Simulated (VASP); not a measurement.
Write the native input for VASP 6.6.1 that does the following.

```yaml
Task: single point
Functional: BLYP
Potentials_or_basis: VASP PAW PBE potentials, release 64 (Nb_sv)
Cutoff: 520 eV
k_mesh: 14 × 14 × 7
Occupations: fermi-dirac, width 0.1 eV
Spin: no spin polarisation
Dipole_correction: no
Further_INCAR_settings: ALGO = Normal; EDIFF = 1e-07; NBANDS = 20
```

The structure of Nb lies in POSCAR:

```
Nb
1.0
    2.7749192057      0.0000000000      0.0000000000
   -1.3874596028      2.4031505256      0.0000000000
    0.0000000000      0.0000000000      5.1319338068
Nb
2
Direct
    0.3333333333      0.6666666667      0.2500000000
    0.6666666667      0.3333333333      0.7500000000
```

This cell differs from its parent crystal: volume scaled by 0.88.

These files were run (other wordings do the same):

INCAR

```
SYSTEM = Nb
PREC = Accurate
ENCUT = 520
EDIFF = 1E-7
ISMEAR = -1
SIGMA = 0.1
LREAL = .False.
LASPH = .True.
NELM = 60
ALGO = Normal
ISIF = 2
LWAVE = .False.
LCHARG = .False.
GGA = B5
ALDAX = 1.0
AGGAX = 1.0
AGGAC = 1.0
ALDAC = 0.0
NBANDS = 20
```

KPOINTS

```
Automatic mesh
0
Gamma
  14 14 7
  0 0 0
```

Potentials or basis: VASP PAW PBE potentials, release 64 (Nb_sv).

The run is started by

```sh
$ cat potpaw_PBE.64/Nb_sv/POTCAR > POTCAR
$ mpirun -np 1 vasp_std > vasp.out
```

Results of the run:

The pressure is 23.9 GPa. The band gap on the k mesh is zero (band 13 reaches 14.74 eV, above the bottom of band 14 at 12.09 eV).

Caveat: the PAW data sets were made with another functional, which shifts forces and pressure a little.

It took 41 s on 1 thread of Intel(R) Xeon(R) Platinum 8488C (Sapphire Rapids), with other jobs on the host, peak memory 0.18 GiB.
